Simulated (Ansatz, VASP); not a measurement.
# One calculation of MoS2, two programs

Contents of INCAR:

```
SYSTEM = MoS2
  PREC = Accurate
  ENCUT = 520
  EDIFF = 1E-6
  ISMEAR = 1
  SIGMA = 0.05
  LREAL = .False.
  LASPH = .True.
  NELM = 80
  ALGO = Normal
  ISIF = 2
  LWAVE = .False.
  LCHARG = .False.
  GGA = CA
  NBANDS = 35
```

File KPOINTS:

```
regular mesh
0
Gamma
  8 8 2
  0 0 0
```

File POSCAR:

```
MoS2
1.0
    3.1690000000      0.0000000000      0.0000000000
   -1.5845000000      2.7444300000      0.0000000000
    0.0000000000      0.0000000000     12.3240000000
Mo S
2 4
Direct
    0.3333333333      0.6666666667      0.2500000000
    0.6666666667      0.3333333333      0.7500000000
    0.3333333333      0.6666666667      0.6230000000
    0.6666666667      0.3333333333      0.1230000000
    0.3333333333      0.6666666667      0.8770000000
    0.6666666667      0.3333333333      0.3770000000
```

Input for Ansatz:

```yaml
crystal:
  lattice:
    - [3.169, 0.0, 0.0]
    - [-1.5845, 2.74443, 0.0]
    - [0.0, 0.0, 12.324]
  atoms:
    - { symbol: Mo, position: [0.3333333333333333, 0.6666666666666666, 0.25] }
    - { symbol: Mo, position: [0.6666666666666666, 0.3333333333333333, 0.75] }
    - { symbol: S, position: [0.3333333333333333, 0.6666666666666666, 0.623] }
    - { symbol: S, position: [0.6666666666666666, 0.3333333333333333, 0.123] }
    - { symbol: S, position: [0.3333333333333333, 0.6666666666666666, 0.877] }
    - { symbol: S, position: [0.6666666666666666, 0.3333333333333333, 0.377] }
basis:
  ecutwfc: 550.0
kpoints:
  mp_grid:
    grid: [8, 8, 2]
hamiltonian:
  xc: lda
scf:
  occupations:
    method: cold
    width: 0.05
output:
  stress: true
```

Alike in both runs: task single point; functional LDA; k mesh 8 × 8 × 2; no spin polarisation.

|  | VASP | Ansatz |
| --- | --- | --- |
| version | VASP 6.6.1 | Ansatz 0.2.0 |
| potentials or method | VASP PAW LDA potentials, release 64 (Mo_sv, S), cutoff 520 eV | plane waves, PAW |
| occupations | methfessel-paxton of order 1, width 0.05 eV | cold, width 0.05 eV |
| valence electrons in the cell | 52 | 52 |

VASP gave:

| Property | Result |
| --- | --- |
| pressure (GPa) | -5.6 |
| traceless stress, the component that is largest in VASP (GPa) | 0.27 |

**Question.** What did Ansatz give for the same quantities?

**Answer.** Pressure (GPa): -5.7; traceless stress, the component that is largest in VASP (GPa): 0.30.

LDA's correlation is that of Perdew and Zunger in VASP and of Perdew and Wang (1992) in Ansatz.
